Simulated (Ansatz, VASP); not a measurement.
**One calculation of SnO2, two programs**

```
Sn O
1.0
     4.82612   -0.00008   -0.00025
     0.00005    4.82899   -0.00002
    -0.00008   -0.00001    3.23809
Sn O
2 4
Direct
  0.00000 0.00000 0.00000
  0.50000 0.50000 0.50000
  0.30642 0.30674 0.99999
  0.19358 0.80674 0.50001
  0.69358 0.69326 0.00001
  0.80642 0.19326 0.49999
```

Change from the starting cell: all atoms moved at random, sigma 0.15 Å a component, cell strained at random, sigma 0.06; relaxed back.

Alike in both runs: functional PBE; k mesh 6 × 6 × 8; occupations gaussian, width 0.05 eV; no spin polarisation.

Ansatz relaxed the structure, and its values are those at the end. VASP's run is a single point on that final structure, the one shown.

|  | VASP | Ansatz |
| --- | --- | --- |
| version | VASP 6.6.1 | Ansatz 0.2.0 |
| potentials or method | VASP PAW PBE potentials, release 64 (Sn_d, O), cutoff 520 eV | scalar-relativistic, plane waves, PAW |
| valence electrons in the cell | 52 | 52 |

```tsv
	VASP	Ansatz	Ansatz less VASP
gap on the k mesh at the Fermi level (eV)	0.67	0.68	+0.012
least direct gap on the mesh (eV)	0.67	0.68	+0.012
pressure (GPa)	0.6	0.0	-0.61
rms of the force components (eV/Å)	0.008	0.000	-0.0077
```
